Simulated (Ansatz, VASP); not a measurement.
**One calculation of ZrReH, two programs**

```
CELL_PARAMETERS angstrom
3.43639 0.00000 0.00000
0.00000 3.43639 0.00000
0.00000 0.00000 6.64322
ATOMIC_POSITIONS crystal
Zr 0.00000 0.50000 0.20000
Zr 0.50000 0.00000 0.80000
H 0.00000 0.00000 0.00000
H 0.50000 0.50000 0.00000
Re 0.00000 0.50000 0.70000
Re 0.50000 0.00000 0.30000
```

Alike in both runs: task relaxation of cell and atoms; functional r2SCAN; k mesh 5 × 5 × 3; no spin polarisation.

```csv
,VASP,Ansatz
version,VASP 6.6.1,Ansatz 0.2.0
potentials or method,"VASP PAW PBE potentials, release 64 (Zr_sv, H, Re), cutoff 600 eV",PAW plane waves
occupations,"fermi-dirac, width 0.1 eV",fermi-dirac
valence electrons in the cell,40,56
```

Ansatz gave:

| Property | Result |
| --- | --- |
| gap on the k mesh at the Fermi level, each at its own relaxed structure (eV) | none |
| relaxed volume (Å³/atom) | 13.21 |
| relaxed cell length with the largest relative difference (Å) | 8.044 |

What did VASP give for the same quantities?

gap on the k mesh at the Fermi level, each at its own relaxed structure (eV): none; relaxed volume (Å³/atom): 13.19; relaxed cell length with the largest relative difference (Å): 8.034.

VASP's potentials were made for PBE, not for r2SCAN. A gap of «none» marks a metal or a gap that the smearing closes. VASP's potentials hold 40 valence electrons a cell and Ansatz's 56, so a difference there can come from the potentials and not from the codes.

The k mesh is coarse, so the values compare programs but aren't converged. Spin-orbit coupling is off throughout.
